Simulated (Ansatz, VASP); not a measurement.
One calculation of MgTe4, two programs

INCAR

```
SYSTEM = MgTe4
PREC = Accurate
ENCUT = 520
EDIFF = 1E-7
ISMEAR = 0
SIGMA = 0.1
LREAL = .FALSE.
LASPH = .TRUE.
NELM = 80
ALGO = Normal
ISIF = 2
LWAVE = .FALSE.
LCHARG = .FALSE.
GGA = PE
NBANDS = 21
```

KPOINTS

```
Automatic mesh
0
G
  3 3 3
  0 0 0
```

File POSCAR:

```
MgTe4
1.0
    3.2600366900      1.8821830600      5.0592275200
   -3.2600366900      1.8821830600      5.0592275200
    0.0000000000     -3.7643661200      5.0592275200
Mg Te
1 4
Direct
    0.5000000000      0.5000000000      0.5000000000
    0.5000000000      0.5000000000      0.0000000000
    0.0000000000      0.5000000000      0.5000000000
    0.5000000000      0.0000000000      0.5000000000
    0.0000000000      0.0000000000      0.0000000000
```

Input for Ansatz:

```yaml
crystal:
  lattice:
    - [3.26003669, 1.88218306, 5.05922752]
    - [-3.26003669, 1.88218306, 5.05922752]
    - [0.0, -3.76436612, 5.05922752]
  atoms:
    - { symbol: Mg, position: [0.5, 0.5, 0.5] }
    - { symbol: Te, position: [0.5, 0.5, 0.0] }
    - { symbol: Te, position: [0.0, 0.5, 0.5] }
    - { symbol: Te, position: [0.5, 0.0, 0.5] }
    - { symbol: Te, position: [0.0, 0.0, 0.0] }
basis:
  ecutwfc: 420
kpoints:
  mp_grid: { grid: [3, 3, 3] }
hamiltonian:
  xc: pbe
scf:
  occupations: { method: gaussian, width: 0.1 }
  lower_state_search: "off"
output:
  forces: true
  stress: true
  eigenvalues: true
```

Alike in both runs: task single point; functional PBE; k mesh 3 × 3 × 3; occupations gaussian, width 0.1 eV; no spin polarisation.

```csv
,VASP,Ansatz
version,VASP 6.6.1,Ansatz 0.2.0
potentials or method,"VASP PAW PBE potentials, release 64 (Mg, Te), cutoff 520 eV","scalar-relativistic, plane waves, PAW"
valence electrons in the cell,26,74
```

|  | VASP | Ansatz | Ansatz less VASP |
| --- | --- | --- | --- |
| gap on the k mesh at the Fermi level (eV) | none | none | - |
| pressure (GPa) | -1.6 | -1.6 | +0.05 |
| traceless stress, the component that is largest in VASP (GPa) | -2.82 | -2.84 | -0.026 |

A gap of «none» marks a metal or a gap that the smearing closes. VASP's potentials hold 26 valence electrons a cell and Ansatz's 74, so a difference there can come from the potentials and not from the codes.

The k mesh is coarse, so the values compare programs but aren't converged. Spin-orbit coupling is off throughout.
